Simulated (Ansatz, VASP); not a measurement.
**One calculation of Eu2O3, two programs**

INCAR

```
PREC = Accurate ; ENCUT = 520
EDIFF = 1E-7 ; ISMEAR = 0
SIGMA = 0.05 ; LREAL = F
LASPH = T ; NELM = 150
ALGO = Normal ; ISIF = 2
LWAVE = F ; LCHARG = F
ISPIN = 2 ; MAGMOM = 4.9 4.9 0 0 0
LORBIT = 11 ; LMAXMIX = 6
GGA = CA ; NBANDS = 38
```

The input KPOINTS:

```
regular mesh
0
Gamma
  7 7 4
```

File POSCAR:

```
Eu2O3
1.0
    3.7883000000      0.0000000000      0.0000000000
   -1.8941500000      3.2807640372      0.0000000000
    0.0000000000      0.0000000000      5.8208370000
Eu O
2 3
Direct
    0.6666670000      0.3333330000      0.7575560000
    0.3333330000      0.6666670000      0.2424440000
    0.0000000000      0.0000000000      0.0000000000
    0.6666670000      0.3333330000      0.3488960000
    0.3333330000      0.6666670000      0.6511040000
```

Input for Ansatz:

```yaml
crystal:
  lattice:
    - [3.7883, 0.0, 0.0]
    - [-1.8941499999999991, 3.2807640371565894, 0.0]
    - [0.0, 0.0, 5.820837]
  atoms:
    - { symbol: Eu, position: [0.6666669999999999, 0.333333, 0.7575560000000001] }
    - { symbol: Eu, position: [0.333333, 0.666667, 0.24244400000000002] }
    - { symbol: O, position: [0.0, 0.0, 0.0] }
    - { symbol: O, position: [0.6666669999999999, 0.333333, 0.348896] }
    - { symbol: O, position: [0.333333, 0.666667, 0.651104] }
basis:
  ecutwfc: 435.382179935808
kpoints:
  mp_grid:
    grid: [7, 7, 4]
hamiltonian:
  xc: lda
  pseudopotentials:
    kind: paw
magnetization:
  spin_polarized: true
  per_species:
    Eu: 4.9
scf:
  occupations:
    method: gaussian
    width: 0.05
```

Alike in both runs: task single point; functional LDA; k mesh 7 × 7 × 4; occupations gaussian, width 0.05 eV; collinear spin.

|  | VASP | Ansatz |
| --- | --- | --- |
| version | VASP 6.6.1 | Ansatz 0.2.0 |
| potentials or method | VASP PAW PBE potentials, release 64 (Eu, O), cutoff 520 eV | plane waves, PAW |
| valence electrons in the cell | 52 | 52 |

VASP gave:

| Property | Result |
| --- | --- |
| net moment per atom (μB) | 2.40 |
| size of the moment on the site where the two differ most (μB) | 6.06 |

Which values does Ansatz return?

net moment per atom (μB): 2.40; size of the moment on the site where the two differ most (μB): 5.98.

VASP's potentials were made for PBE, not for LDA. LDA's correlation is that of Perdew and Zunger in VASP and of Perdew and Wang (1992) in Ansatz. Site moments also hang on the region over which each program counts them. Ansatz's warnings: given moment on shells, structure snapped to symmetry.

Neither program's run includes spin-orbit coupling.
